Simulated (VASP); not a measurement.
Runs of VASP 6.6.1 on Co. The typed cell holds 1 atom: a = 2.425 Å, b = 2.437 Å, c = 2.401 Å, α = 107.69°, β = 110.08°, γ = 109.82°. 

```tsv
level	potentials or basis	fixed moment (μB)	k mesh	smearing	gap on the mesh (eV)	pressure (GPa)	moment (μB)
PBE	VASP PAW PBE potentials, release 64 (Co)	-	10 × 9 × 10	fermi-dirac 0.1 eV	none	1.4	1.76
PBE	VASP PAW PBE potentials, release 64 (Co)	4.0	11 × 11 × 11	fermi-dirac 0.05 eV	-	(a)	4.00
LDA	VASP PAW LDA potentials, release 64 (Co)	-	8 × 7 × 8	fermi-dirac 0.05 eV	none	-17.4	(b)
PBE	VASP PAW PBE potentials, release 64 (Co)	1.5	11 × 11 × 11	fermi-dirac 0.05 eV	-	(c)	1.50
PBE	VASP PAW PBE potentials, release 64 (Co)	0.5	11 × 11 × 11	fermi-dirac 0.05 eV	-	-9.4	0.50
PBE	VASP PAW PBE potentials, release 64 (Co)	2.0	11 × 11 × 11	fermi-dirac 0.05 eV	-	5.2	2.00
PBE	VASP PAW PBE potentials, release 64 (Co)	-	13 × 13 × 13	fermi-dirac 0.05 eV	none	0.0	1.70
```

Alike in all rows: task single point; spin collinear, ferromagnetic start; cell as given; cutoff (eV) 520.

Task: Estimate the missing entries.

Result: (a) 100.8; (b) 1.67; (c) -2.6.

Caveats: some runs use coarse meshes; the total moment is fixed, so each spin has its own Fermi level (at least some runs); the cell stands under pressure (at least some runs); the cell stands under tension (at least some runs).

A gap of «none» marks levels without a gap at the run's occupations.
